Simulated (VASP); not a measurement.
A run of VASP 6.6.1:

File INCAR:

```
SYSTEM = MnGa3
PREC = Accurate
ENCUT = 520
EDIFF = 1E-6
ISMEAR = 0
SIGMA = 0.1
LREAL = .False.
LASPH = .True.
NELM = 60
ALGO = Fast
ISIF = 2
LWAVE = .False.
LCHARG = .False.
GGA = PE
NBANDS = 34
```

The input KPOINTS:

```
Automatic mesh
0
Gamma
  12 12 12
  0 0 0
```

The input POSCAR:

```
MnGa3
1.0
    0.0000000000      3.1577070933      3.1577070933
    3.1577070933      0.0000000000      3.1577070933
    3.1577070933      3.1577070933      0.0000000000
Ga Mn
3 1
Direct
    0.2500000000      0.2500000000      0.2500000000
    0.7500000000      0.7500000000      0.7500000000
    0.5000000000      0.5000000000      0.5000000000
    0.0000000000      0.0000000000      0.0000000000
```

Potentials or basis: VASP PAW PBE potentials, release 64 (Ga_d, Mn_pv).

Run with:

```bash
$ cat potpaw_PBE.64/Ga_d/POTCAR potpaw_PBE.64/Mn_pv/POTCAR > POTCAR
$ mpirun -np 1 vasp_std > vasp.out
```

Hardware: 1 thread of Intel(R) Xeon(R) 6975P-C (Granite Rapids) (shared host).

Problem. Estimate the wall time of this run.

Solution. Wall time 92 s on 1 thread of Intel(R) Xeon(R) 6975P-C (Granite Rapids), with other jobs on the host, peak memory 0.29 GiB. Counts: scf iterations 15, k points 72.
